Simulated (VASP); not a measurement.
# MgO (I4mm) in VASP: notebook, part 2 of 2

VASP 6.6.1.

### Step 3. Single point, r2SCAN (atom 2 (O) moved by (+0.000, -0.300) A along [1 1 0] and z)

The input, POSCAR:

```
MgO
1.0
    0.0000000000      2.1351500000      2.1351500000
    2.1351500000      0.0000000000      2.1351500000
    2.1351500000      2.1351500000      0.0000000000
Mg O
1 1
Direct
    0.0000000000      0.0000000000      0.0000000000
    0.4297473245      0.4297473245      0.5702526755
```

The input, INCAR.step1:

```
SYSTEM = MgO
ALGO = Normal
EDIFF = 1E-4
ENCUT = 520
GGA = PE
ISMEAR = 0
LASPH = .TRUE.
LCHARG = .FALSE.
LREAL = .FALSE.
LWAVE = .TRUE.
NBANDS = 11
NELM = 80
PREC = Accurate
SIGMA = 0.05
```

The input, INCAR.step2:

```
SYSTEM = MgO
ALGO = Normal
EDIFF = 1E-7
ENCUT = 520
ISIF = 2
ISMEAR = 0
ISTART = 1
LASPH = .TRUE.
LCHARG = .FALSE.
LMIXTAU = .TRUE.
LREAL = .FALSE.
LWAVE = .FALSE.
METAGGA = R2SCAN
NBANDS = 11
NELM = 80
PREC = Accurate
SIGMA = 0.05
```

The input, KPOINTS:

```
k-points
0
G
  10 10 10
  0 0 0
```

Potentials or basis: VASP PAW PBE potentials, release 64 (Mg, O).

Started as:

```console
$ cat potpaw_PBE.64/Mg/POTCAR potpaw_PBE.64/O/POTCAR > POTCAR
$ cp INCAR.step1 INCAR
$ mpirun -np 1 vasp_std > vasp.out
$ cp INCAR.step2 INCAR
$ mpirun -np 1 vasp_std > vasp.out
```

OUTCAR:

```text
SYSTEM = MgO
   EDIFF = 1E-7
   ENCUT = 520
   ISIF = 2
   ISMEAR = 0
   ISTART = 1
   LASPH = .TRUE.
   LREAL = .FALSE.
   METAGGA = R2SCAN
   NELM = 80
   PREC = Accurate

 ion  position               nearest neighbor table
   1  0.000  0.000  0.000-   2 1.84   2 2.16   2 2.16   2 2.16   2 2.16   2 2.44
   2  0.430  0.430  0.570-   1 1.84   1 2.16   1 2.16   1 2.16   1 2.16   1 2.44

  LATTYP: Found a face centered cubic cell.
 ALAT       =     4.2703000000

  Lattice vectors:

 A1 = (   0.0000000000,   2.1351500000,   2.1351500000)
 A2 = (   2.1351500000,   0.0000000000,   2.1351500000)
 A3 = (   2.1351500000,   2.1351500000,   0.0000000000)

Analysis of symmetry for initial positions (statically):
=====================================================================
 Subroutine PRICEL returns:
 Original cell was already a primitive cell.

 Routine SETGRP: Setting up the symmetry group for a
 face centered cubic supercell.

 Subroutine GETGRP returns: Found  8 space group operations
 (whereof  8 operations were pure point group operations)
 out of a pool of 48 trial point group operations.

The static configuration has the point symmetry C_4v.

Analysis of symmetry for dynamics (positions and initial velocities):
[... 168 lines left out ...]
      1     -15.5614      2.00000
      2       2.2959      2.00000
      3       2.3999      2.00000
      4       2.3999      2.00000
      5       7.5727      0.00000
      6      19.2294      0.00000
      7      19.3868      0.00000
      8      19.3868      0.00000
      9      22.8704      0.00000
     10      24.8600      0.00000
     11      25.0776      0.00000
[... 309 lines left out ...]
 k-point    24 :       0.0000   -0.1000    0.1000
  band No.  band energies     occupation
      1     -15.3181      2.00000
      2       1.0753      2.00000
      3       2.0880      2.00000
      4       2.2782      2.00000
      5       8.9551      0.00000
      6      16.8397      0.00000
      7      19.4433      0.00000
      8      20.0212      0.00000
      9      23.0818      0.00000
     10      24.3105      0.00000
     11      25.9441      0.00000

 [... further k-points ...]
[... 5 lines left out ...]
  --------------------------------------------------------------------------------------
  -------------------------------------------------------------------------------------
  Total       -1.1597089     -1.1597089      2.6205395      0.0000000      0.0000000     -0.0000000
  in kB      -95.4430735    -95.4430735    215.6682030      0.0000000      0.0000000     -0.0000000
  external PRESSURE =       8.2606853 kB  Pullay stress =       0.0000000 kB

 VOLUME and BASIS-vectors are now :
 -----------------------------------------------------------------------------
  energy-cutoff  :      520.00
  volume of cell :       19.47
      direct lattice vectors                 reciprocal lattice vectors
     0.000000000  2.135150000  2.135150000    -0.234175585  0.234175585  0.234175585
     2.135150000  0.000000000  2.135150000     0.234175585 -0.234175585  0.234175585
     2.135150000  2.135150000  0.000000000     0.234175585  0.234175585 -0.234175585

 POSITION                                       TOTAL-FORCE (eV/Angst)
 -----------------------------------------------------------------------------------
      0.00000      0.00000      0.00000         0.000000      0.000000     -2.376978
      2.13515      2.13515      1.83515         0.000000      0.000000      2.376978
 -----------------------------------------------------------------------------------
    total drift:                                0.000002      0.000002     -0.003370

  FREE ENERGIE OF THE ION-ELECTRON SYSTEM (eV)
  ---------------------------------------------------
  free  energy   TOTEN  =       -15.8589587970 eV

  energy  without entropy=      -15.8589587970  energy(sigma->0) =      -15.85895880
```

OSZICAR.step1:

```text
N       E                     dE             d eps       ncg     rms          rms(c)
DAV:   1     0.151897282432E+02    0.15190E+02   -0.46036E+03  2540   0.645E+02
DAV:   2    -0.127332396914E+02   -0.27923E+02   -0.27216E+02  2613   0.138E+02
DAV:   3    -0.133436880763E+02   -0.61045E+00   -0.60999E+00  2737   0.180E+01
DAV:   4    -0.133451813539E+02   -0.14933E-02   -0.14933E-02  2475   0.103E+00
DAV:   5    -0.133451865342E+02   -0.51803E-05   -0.51803E-05  2629   0.585E-02    0.753E+00
DAV:   6    -0.116570827301E+02    0.16881E+01   -0.98817E+00  2430   0.171E+01    0.234E+00
DAV:   7    -0.116404429472E+02    0.16640E-01   -0.67237E-02  2496   0.223E+00    0.139E+00
DAV:   8    -0.116333737008E+02    0.70692E-02   -0.34283E-02  2400   0.204E+00    0.262E-01
DAV:   9    -0.116327095448E+02    0.66416E-03   -0.27343E-03  2580   0.376E-01    0.758E-02
DAV:  10    -0.116328132335E+02   -0.10369E-03   -0.23123E-04  2430   0.122E-01    0.148E-02
DAV:  11    -0.116328165763E+02   -0.33428E-05   -0.14665E-05  1218   0.313E-02
   1 F= -.11632817E+02 E0= -.11632817E+02  d E =-.306613E-23
```

Run time: 73 s. Hardware: 1 thread of Intel Xeon Platinum 8124M at 3.00GHz (Skylake/Cascade Lake), shared host; peak memory 0.16 GiB.

What came out:

* Free energy: -15.8590 eV
* Pressure: 0.8 GPa
* Largest force: 2.377 eV/Å
* Band gap on the k mesh: 5.17 eV, direct

Forces on the atoms (eV/Å):
```
Mg   0.000  0.000 -2.377
O    0.000  0.000  2.377
```

Stress tensor (GPa, compression positive):
```
-9.54  0.00  0.00
 0.00 -9.54  0.00
 0.00  0.00 21.57
```

Caveat: the cell differs from its parent crystal (atom 2 (O) moved by (+0.000, -0.300) A along [1 1 0] and z); the PAW data sets were made with another functional, which shifts forces and pressure a little.
